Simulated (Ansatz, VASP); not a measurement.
CdTe in VASP and in Ansatz

```
CELL_PARAMETERS angstrom
0.00000 3.27990 3.27990
3.27990 0.00000 3.27990
3.27990 3.27990 0.00000
ATOMIC_POSITIONS crystal
Cd 0.00000 0.00000 0.00000
Te 0.25000 0.25000 0.25000
```

Alike in both runs: task single point; functional PBE; k mesh 6 × 6 × 6; occupations fermi-dirac, width 0.02 eV; no spin polarisation.

|  | VASP | Ansatz |
| --- | --- | --- |
| version | VASP 6.6.1 | Ansatz 0.2.0 |
| potentials or method | VASP PAW PBE potentials, release 64 (Cd, Te) | plane waves, PAW |
| plane-wave cutoff (eV) | 520 | 420 |
| valence electrons in the cell | 18 | 36 |

Ansatz gave:

| Quantity | Value |
| --- | --- |
| pressure (GPa) | 1.0 |

Question: Estimate VASP's values.

Answer: Pressure (GPa): 1.1.

With one functional, cell and mesh, what is left measures potentials, basis and numerics. VASP's potentials hold 18 valence electrons a cell and Ansatz's 36, so a difference there can come from the potentials and not from the codes.

Spin-orbit coupling is off throughout.
